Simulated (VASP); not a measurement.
The system is CaPtCl6.

```xyz
8
Lattice="0.0000 4.7697 4.7697 4.7697 0.0000 4.7697 4.7697 4.7697 0.0000" Properties=species:S:1:pos:R:3 pbc="T T T"
Ca    4.7697    4.7697    4.7697
Pt    0.0000    0.0000    0.0000
Cl    2.4075    4.7697    4.7697
Cl    7.1319    4.7697    4.7697
Cl    4.7697    2.4075    4.7697
Cl    4.7697    7.1319    4.7697
Cl    4.7697    4.7697    2.4075
Cl    4.7697    4.7697    7.1319
```

| Property | Result |
| --- | --- |
| Program | VASP 6.6.1 |
| Task | relaxation of cell and atoms |
| Functional | PBEsol |
| Potentials or basis | VASP PAW PBE potentials, release 64 (Ca_sv, Pt, Cl) |
| Cutoff | 600 eV |
| k mesh | 4 × 4 × 4 |
| Occupations | fermi-dirac, width 0.03 eV |
| Spin | no spin polarisation |

At the start: pressure 4.0 GPa; volume 27.13 Å³/atom.

Task: How do energy, volume and symmetry change on relaxing?

Result: Over 7 steps the energy falls by 274.6 meV/atom and the volume is 31.21 Å³/atom (+15.0 %); space group Fm-3m (No. 225, to 0.1 Å) before and after.

Step by step:
| step | energy change (eV) | largest force (eV/Å) | pressure (GPa) | volume (Å³) |
| --- | --- | --- | --- | --- |
| 1 | 0.0000 | 3.4286 | 4.03 | 217.03 |
| 2 | -2.1185 | 0.4554 | 0.78 | 239.19 |
| 3 | -2.1839 | 0.1402 | 0.89 | 244.72 |
| 4 | -2.1901 | 0.1800 | -0.52 | 251.38 |
| 5 | -2.1958 | 0.0532 | 0.04 | 248.61 |
| 6 | -2.1965 | 0.0277 | 0.02 | 249.12 |
| 7 | -2.1967 | 0.0001 | 0.00 | 249.67 |

Final structure:
```yaml
crystal:
  lattice:
    - [0.00000, 4.99777, 4.99777]
    - [4.99777, 0.00000, 4.99777]
    - [4.99777, 4.99777, 0.00000]
  atoms:
    - { symbol: Ca, position: [0.50000, 0.50000, 0.50000] }
    - { symbol: Pt, position: [0.00000, 0.00000, 0.00000] }
    - { symbol: Cl, position: [0.76916, 0.23084, 0.23084] }
    - { symbol: Cl, position: [0.23084, 0.76916, 0.76916] }
    - { symbol: Cl, position: [0.23084, 0.76916, 0.23084] }
    - { symbol: Cl, position: [0.76916, 0.23084, 0.76916] }
    - { symbol: Cl, position: [0.23084, 0.23084, 0.76916] }
    - { symbol: Cl, position: [0.76916, 0.76916, 0.23084] }
```

Caveat: the volume moved by over 15 % at a fixed basis, so the end points are rough; the PAW data sets were made with another functional, which shifts forces and pressure a little.
